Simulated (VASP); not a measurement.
Wanted: the native input for a VASP 6.6.1 run.

| Item | Value |
| --- | --- |
| Task | single point |
| Functional | PBE |
| Dispersion | D3(BJ) |
| Potentials or basis | VASP PAW PBE potentials, release 64 (C, N) |
| Cutoff | 520 eV |
| k mesh | 12 × 12 × 1 |
| Occupations | gaussian, width 0.1 eV |
| Spin | no spin polarisation |
| Dipole correction | yes |
| Further INCAR settings | ALGO = Normal; EDIFF = 1e-06; NBANDS = 34 |

The structure of C10N lies in POSCAR:

```
C10N
1.0
    2.4649634496      0.0000000000      0.0000000000
   -1.2324817248      2.1347209667      0.0000000000
    0.0000000000      0.0000000000     32.4810787455
C N
10 1
Direct
    0.0000000000      0.0000000000      0.2616908208
    0.6666666666      0.3333333333      0.2616908159
    0.0000000000      0.0000000000      0.3654518342
    0.3333333333      0.6666666667      0.3654518293
    0.0035068419      0.0070136838      0.4692692771
    0.6701695140      0.3403390280      0.4692605724
   -0.0023291996     -0.0046583993      0.5725990850
    0.3310360988      0.6620721976      0.5726437051
    0.0543750015      0.1087500031      0.6786147895
    0.7210423545      0.4420847090      0.6687328567
    0.0544805529      0.1089611057      0.7234059673
```

The input as run:

INCAR

```
PREC = Accurate ; ENCUT = 520
EDIFF = 1E-6 ; ISMEAR = 0
SIGMA = 0.1 ; LREAL = F
LASPH = T ; NELM = 100
ALGO = Normal ; ISIF = 2
LWAVE = F ; LCHARG = F
LDIPOL = T ; IDIPOL = 3
DIPOL = 0.5 0.5 0.492 ; GGA = PE
IVDW = 12 ; NBANDS = 34
```

KPOINTS

```
Automatic mesh
0
Gamma
  12 12 1
```

Potentials or basis: VASP PAW PBE potentials, release 64 (C, N).

The run is started by

```sh
$ cat potpaw_PBE.64/C/POTCAR potpaw_PBE.64/N/POTCAR > POTCAR
$ mpirun -np 1 vasp_std > vasp.out
```

Results of the run:

```json
{
  "Largest force": "0.092 eV/Å",
  "Band gap on the k mesh": "zero (an odd number of electrons rules out a gap without spin polarisation)",
  "Dispersion energy per atom": "-0.142 eV"
}
```

It took 19 min on 1 thread of Intel Xeon 8259CL (shared host), peak memory 0.39 GiB.
